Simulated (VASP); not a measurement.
# AlCu5 (Pmmm) in VASP: further runs

AlCu5 is run at these levels: PBE; tasks: single point.

All numbers are computed with VASP 6.6.1; they aren't measurements. Logs are shortened: lines on timing, memory, paths and dates and some standing lists are left out, and cuts for length are marked.

**1. The cell of the first run**

It takes space group Pmmm (No. 47, orthorhombic). The conventional cell has a = 2.655 Å, b = 3.576 Å, c = 7.835 Å, α = 90.00°, β = 90.00°, γ = 90.00°. Al (site symmetry mmm) has 10 Cu at 2.60 to 2.64 Å and 2 Al at 2.66 Å within 3.4 Å. Cu (site symmetry mm2) has 8 Cu at 2.58 to 2.67 Å and 4 Al at 2.60 Å within 3.4 Å. Cu (site symmetry mm2) has 11 Cu at 2.57 to 2.66 Å and 1 Al at 2.64 Å within 3.4 Å. Cu (site symmetry mmm) has 12 Cu at 2.57 to 2.66 Å within 3.4 Å.

**2. Single point, PBE**

INCAR

```
PREC     = Accurate       # precision mode
ENCUT    = 520            # plane-wave cutoff, eV
EDIFF    = 1E-6           # SCF threshold, eV
ISMEAR   = 0              # smearing method
SIGMA    = 0.1            # smearing width, eV
LREAL    = False          # projectors in reciprocal space
LASPH    = True           # aspherical terms in the spheres
NELM     = 60             # most SCF steps
ALGO     = Normal         # electronic algorithm
ISIF     = 2              # what is computed and relaxed
LWAVE    = False          # write WAVECAR
LCHARG   = False          # write CHGCAR
GGA      = PE             # functional
NBANDS   = 38             # bands
```

KPOINTS

```
Automatic mesh
0
Gamma
  6 6 2
```

POSCAR

```
AlCu5
1.0
    2.6553400000      0.0000000000      0.0000000000
    0.0000000000      3.5755130000      0.0000000000
    0.0000000000      0.0000000000      7.8352560000
Al Cu
1 5
Direct
    0.5000000000      0.5000000000      0.0000000000
    0.0000000000      0.0000000000      0.8295860000
    0.0000000000      0.0000000000      0.1704140000
    0.5000000000      0.5000000000      0.3363060000
    0.0000000000      0.0000000000      0.5000000000
    0.5000000000      0.5000000000      0.6636940000
```

Potentials or basis: VASP PAW PBE potentials, release 64 (Al, Cu).

Run with:

```bash
$ cat potpaw_PBE.64/Al/POTCAR potpaw_PBE.64/Cu/POTCAR > POTCAR
$ mpirun -np 1 vasp_std > vasp.out
```

OUTCAR:

```text
PREC = Accurate
   ENCUT = 520
   EDIFF = 1E-6
   ISMEAR = 0
   LREAL = False
   LASPH = True
   NELM = 60
   ISIF = 2
   GGA = PE

 ion  position               nearest neighbor table
   1  0.500  0.500  0.000-   2 2.60   3 2.60   2 2.60   3 2.60   2 2.60   3 2.60   2 2.60   3 2.60
                             4 2.64   6 2.64
   2  0.000  0.000  0.830-   6 2.58   6 2.58   6 2.58   6 2.58   5 2.58   1 2.60   1 2.60   1 2.60
                             1 2.60   3 2.67
   3  0.000  0.000  0.170-   4 2.58   4 2.58   4 2.58   4 2.58   5 2.58   1 2.60   1 2.60   1 2.60
                             1 2.60   2 2.67
   4  0.500  0.500  0.336-   6 2.57   5 2.57   5 2.57   5 2.57   5 2.57   3 2.58   3 2.58   3 2.58
                             3 2.58   1 2.64
   5  0.000  0.000  0.500-   4 2.57   6 2.57   4 2.57   6 2.57   4 2.57   6 2.57   4 2.57   6 2.57
                             2 2.58   3 2.58
   6  0.500  0.500  0.664-   4 2.57   5 2.57   5 2.57   5 2.57   5 2.57   2 2.58   2 2.58   2 2.58
                             2 2.58   1 2.64

  LATTYP: Found a simple orthorhombic cell.
 ALAT       =     2.6553400000
 B/A-ratio  =     1.3465367900
 C/A-ratio  =     2.9507543290

  Lattice vectors:

 A1 = (   2.6553400000,   0.0000000000,   0.0000000000)
 A2 = (   0.0000000000,   3.5755130000,   0.0000000000)
 A3 = (   0.0000000000,   0.0000000000,   7.8352560000)

Analysis of symmetry for initial positions (statically):
=====================================================================
 Subroutine PRICEL returns:
 Original cell was already a primitive cell.

 Routine SETGRP: Setting up the symmetry group for a
 simple orthorhombic supercell.

 Subroutine GETGRP returns: Found  8 space group operations
 (whereof  8 operations were pure point group operations)
 out of a pool of  8 trial point group operations.

The static configuration has the point symmetry D_2h.

Analysis of symmetry for dynamics (positions and initial velocities):
=====================================================================
 Subroutine PRICEL returns:
 Original cell was already a primitive cell.

 Routine SETGRP: Setting up the symmetry group for a
 simple orthorhombic supercell.

 Subroutine GETGRP returns: Found  8 space group operations
 (whereof  8 operations were pure point group operations)
 out of a pool of  8 trial point group operations.

The dynamic configuration has the point symmetry D_2h.

 Subroutine INISYM returns: Found  8 space group operations
 (whereof  8 operations are pure point group operations),
 and found     1 'primitive' translations

----------------------------------------------------------------------------------------

                                     Primitive cell

  volume of cell :      74.3895

  direct lattice vectors                    reciprocal lattice vectors
     2.655340000  0.000000000  0.000000000     0.376599607  0.000000000  0.000000000
     0.000000000  3.575513000  0.000000000     0.000000000  0.279680147  0.000000000
     0.000000000  0.000000000  7.835256000     0.000000000  0.000000000  0.127628249

  length of vectors
     2.655340000  3.575513000  7.835256000     0.376599607  0.279680147  0.127628249

  position of ions in fractional coordinates (direct lattice)
     0.500000000  0.500000000  0.000000000
     0.000000000  0.000000000  0.829586000
     0.000000000  0.000000000  0.170414000
     0.500000000  0.500000000  0.336306000
     0.000000000  0.000000000  0.500000000
     0.500000000  0.500000000  0.663694000

  ion indices of the primitive-cell ions
   primitive index   ion index
                 1           1
                 2           2
                 3           3
                 4           4
                 5           5
                 6           6

----------------------------------------------------------------------------------------

 KPOINTS: Automatic mesh

Automatic generation of k-mesh.
 Grid dimensions read from file:
 generate k-points for:    6    6    2

 Generating k-lattice:

  Cartesian coordinates                     Fractional coordinates (reciprocal lattice)
     0.062766601  0.000000000  0.000000000     0.166666667  0.000000000  0.000000000
     0.000000000  0.046613358  0.000000000     0.000000000  0.166666667  0.000000000
     0.000000000  0.000000000  0.063814124     0.000000000  0.000000000  0.500000000

  Length of vectors
     0.062766601  0.046613358  0.063814124

  Shift w.r.t. Gamma in fractional coordinates (k-lattice)
     0.000000000  0.000000000  0.000000000

 Subroutine IBZKPT returns following result:
 ===========================================

 Found     32 irreducible k-points:

 Following reciprocal coordinates:
            Coordinates               Weight
  0.000000  0.000000  0.000000      1.000000
  0.166667  0.000000  0.000000      2.000000
  0.333333  0.000000  0.000000      2.000000
  0.500000  0.000000  0.000000      1.000000
  0.000000  0.166667  0.000000      2.000000
  0.166667  0.166667  0.000000      4.000000
[... 16 lines left out ...]
  0.333333  0.166667  0.500000      4.000000
  0.500000  0.166667  0.500000      2.000000
 [... further k-points ...]
   k-points           NKPTS =     32   k-points in BZ     NKDIM =     32   number of bands    NBANDS=     38
   number of dos      NEDOS =    301   number of ions     NIONS =      6
   total plane-waves  NPLWV =  33600
   dimension x,y,z NGX =    20 NGY =   28 NGZ =   60
   dimension x,y,z NGXF=    40 NGYF=   56 NGZF=  120
   ions per type =               1   5
   NGX,Y,Z   is equivalent  to a cutoff of  12.52, 13.02, 12.73 a.u.
   NGXF,Y,Z  is equivalent  to a cutoff of  25.04, 26.04, 25.46 a.u.
 SYSTEM =  unknown system
   PREC   = accura    normal or accurate (medium, high low for compatibility)
   ISTART =      0    job   : 0-new  1-cont  2-samecut
   ICHARG =      2    charge: 1-file 2-atom 10-const
   ISPIN  =      1    spin polarized calculation?
   LNONCOLLINEAR =      F non collinear calculations
   LSORBIT =      F    spin-orbit coupling
   LASPH  =      T    aspherical Exc in radial PAW
   ENCUT  =  520.0 eV  38.22 Ry    6.18 a.u.   4.94  6.65 14.57*2*pi/ulx,y,z
   NELM   =     60;   NELMIN=  2; NELMDL= -5     # of ELM steps
   EDIFF  = 0.1E-05   stopping-criterion for ELM
   LREAL  =      F    real-space projection
   EDIFFG = 0.1E-04   stopping-criterion for IOM
   NSW    =      0    number of steps for IOM
   IBRION =     -1    ionic relax: 0-MD 1-quasi-New 2-CG
   NFREE  =      0    steps in history (QN), initial steepest desc. (CG)
   ISIF   =      2    stress and relaxation
   ISYM   =      2    0-nonsym 1-usesym 2-fastsym
   POTIM  = 0.5000    time-step for ionic-motion
   TEBEG  =    0.0;   TEEND  =   0.0 temperature during run
   PSTRESS=    0.0 pullay stress
   NELECT =      58.0000    total number of electrons
   NUPDOWN=      -1.0000    fix difference up-down
   EMIN   =  10.00;   EMAX   =-10.00  energy-range for DOS
   EFERMI =   0.00;   METHOD = LEGACY
   ISMEAR =     0;   SIGMA  =   0.10  broadening in eV -4-tet -1-fermi 0-gaus
   EFERMI_NEDOS =   21; number of points for ismear=-14 and -15
   IALGO  =     38    algorithm
   IMIX   =      4    mixing-type and parameters
     AMIX     =   0.40;   BMIX     =  1.00
     AMIX_MAG =   1.60;   BMIX_MAG =  1.00
  volume/ion in A,a.u.               =      12.40        83.67
  Fermi-wavevector in a.u.,A,eV,Ry     =   1.506770  2.847382 30.890062  2.270355
  Thomas-Fermi vector in A             =   2.617444
   LORBIT       =      0    0 simple, 1 ext, 2 COOP (PROOUT), +10 PAW based schemes
   GGA     = PE    functional components
   LHFCALC =     F    Hartree Fock is set to
   AEXX    =    0.0000 exact exchange contribution
   IVDW    =     0    specifies the selected vdW correction
   LEPSILON=     F    determine dielectric tensor
   LRPA    =     F    only Hartree local field effects (RPA)
 non-spin polarized calculation
 Gauss-broadening in eV      SIGMA  =   0.10
  energy-cutoff  :      520.00
  volume of cell :       74.39
 maximum number of plane-waves:      2032
 NGX is ok and might be reduce to    20
   NGX =  9   NGY = 13   NGZ = 29

 number of electron      57.9999999 magnetization

 Free energy of the ion-electron system (eV)
  ---------------------------------------------------
  ext. energy  EPLUGINS =         0.00000000
  ---------------------------------------------------
  free energy    TOTEN  =       -22.90744862 eV

  energy without entropy =      -22.89569521  energy(sigma->0) =      -22.90157191

 E-fermi :   7.8306     XC(G=0): -12.2638

 val. band max:        7.8278511281   @ k =   0.5000   0.1667   0.0000
 cond. band min:       7.8595672047   @ k =   0.3333   0.1667   0.5000
 fundamental gap:      0.0317160766
 Fermi energy:         7.8305801490

 k-point     1 :       0.0000    0.0000    0.0000
  band No.  band energies     occupation
      1      -2.3781      2.00000
      2       0.4449      2.00000
      3       0.5437      2.00000
      4       3.1620      2.00000
      5       3.5473      2.00000
      6       3.5921      2.00000
[... 30 lines left out ...]
     37      17.7653      0.00000
     38      19.1961      0.00000

 k-point     2 :       0.1667    0.0000    0.0000
  band No.  band energies     occupation
      1      -1.7892      2.00000
      2       0.9592      2.00000
      3       1.0976      2.00000
      4       3.4084      2.00000
      5       3.6297      2.00000
      6       3.6674      2.00000
[... 30 lines left out ...]
     37      16.2976      0.00000
     38      16.9383      0.00000

 k-point     3 :       0.3333    0.0000    0.0000
  band No.  band energies     occupation
      1      -0.1129      2.00000
      2       2.1860      2.00000
      3       2.4432      2.00000
      4       3.4609      2.00000
      5       3.5564      2.00000
      6       3.6785      2.00000
[... 30 lines left out ...]
     37      15.4664      0.00000
[... 781 lines left out ...]
 k-point    23 :       0.3333    0.1667    0.5000
  band No.  band energies     occupation
      1       0.3018      2.00000
      2       1.7069      2.00000
      3       3.2052      2.00000
      4       3.4022      2.00000
      5       3.6656      2.00000
      6       3.6969      2.00000
[... 30 lines left out ...]
     37      15.5892      0.00000
     38      16.0438      0.00000

 k-point    24 :       0.5000    0.1667    0.5000
  band No.  band energies     occupation
      1       2.3235      2.00000
      2       2.4834      2.00000
      3       3.1449      2.00000
      4       3.1767      2.00000
      5       3.3250      2.00000
      6       3.5330      2.00000
[... 30 lines left out ...]
     37      14.9893      0.00000
     38      17.5509      0.00000

 [... further k-points ...]

------------------------ aborting loop because EDIFF is reached ----------------------------------------

  FORCE on cell =-STRESS in cart. coord.  units (eV):
  Direction    XX          YY          ZZ          XY          YZ          ZX
  --------------------------------------------------------------------------------------
  -------------------------------------------------------------------------------------
  Total        0.3092899     -0.5463838      0.6617040      0.0000000      0.0000000      0.0000000
  in kB        6.6613865    -11.7678378     14.2515677      0.0000000      0.0000000      0.0000000
  external PRESSURE =       3.0483721 kB  Pullay stress =       0.0000000 kB

 VOLUME and BASIS-vectors are now :
 -----------------------------------------------------------------------------
  energy-cutoff  :      520.00
  volume of cell :       74.39
      direct lattice vectors                 reciprocal lattice vectors
     2.655340000  0.000000000  0.000000000     0.376599607  0.000000000  0.000000000
     0.000000000  3.575513000  0.000000000     0.000000000  0.279680147  0.000000000
     0.000000000  0.000000000  7.835256000     0.000000000  0.000000000  0.127628249

 POSITION                                       TOTAL-FORCE (eV/Angst)
 -----------------------------------------------------------------------------------
      1.32767      1.78776      0.00000         0.000000     -0.000000      0.000000
      0.00000      0.00000      6.50002        -0.000000     -0.000000     -0.058587
      0.00000      0.00000      1.33524         0.000000      0.000000      0.058587
      1.32767      1.78776      2.63504         0.000000     -0.000000      0.026198
      0.00000      0.00000      3.91763         0.000000     -0.000000      0.000000
      1.32767      1.78776      5.20021         0.000000     -0.000000     -0.026198
 -----------------------------------------------------------------------------------
    total drift:                               -0.000000      0.000000      0.000000

  FREE ENERGIE OF THE ION-ELECTRON SYSTEM (eV)
  ---------------------------------------------------
  free  energy   TOTEN  =       -22.9074486170 eV

  energy  without entropy=      -22.8956952129  energy(sigma->0) =      -22.90157191
```

Run time: 50 s. Hardware: 1 thread of Intel Xeon 6975P-C (Granite Rapids), shared host; peak memory 0.21 GiB.

What came out:

```yaml
Free_energy: -22.9074 eV
Pressure: 0.3 GPa
Largest_force: 0.059 eV/Å
Band_gap_on_the_k_mesh: zero (band 29 reaches 9.69 eV, above the bottom of band 30 at 6.19 eV)
```

Forces in eV/Å, atoms in the order of the input:
```
Al   0.000  0.000  0.000
Cu   0.000  0.000 -0.059
Cu   0.000  0.000  0.059
Cu   0.000  0.000  0.026
Cu   0.000  0.000  0.000
Cu   0.000  0.000 -0.026
```

Levels at points of the mesh, in eV from the Fermi level:
```tsv
k point	band 25	band 26	band 27	band 28	band 29	band 30	band 31	band 32	band 33	band 34
(0.00, 0.00, 0.00)	-2.05	-2.04	-1.86	-1.58	0.81	1.64	1.98	4.34	4.63	5.03
(0.50, 0.00, 0.00)	-1.65	-1.59	-1.47	-0.45	-0.24	-0.15	-0.06	5.97	6.42	6.72
(0.00, 0.50, 0.00)	-1.96	-1.96	-1.88	-1.69	-1.64	-1.57	-1.56	3.84	4.25	5.38
(0.50, 0.50, 0.00)	-1.75	-1.75	-1.62	0.62	1.15	1.92	2.04	2.04	2.69	3.18
(0.00, 0.00, 0.50)	-2.06	-1.89	-1.58	-1.49	-0.93	1.63	2.61	4.34	6.49	6.78
(0.50, 0.00, 0.50)	-1.62	-1.52	-1.36	-0.66	-0.56	0.36	0.61	4.41	5.06	6.45
(0.00, 0.50, 0.50)	-1.97	-1.84	-1.75	-1.74	-1.69	-1.64	-1.35	2.06	2.23	9.22
(0.50, 0.50, 0.50)	-1.59	-0.66	-0.34	-0.15	-0.13	0.62	1.17	3.07	3.50	4.68
```

Caveat: the k points lie up to 0.40 Å⁻¹ apart.

[end of part 1 of 2]
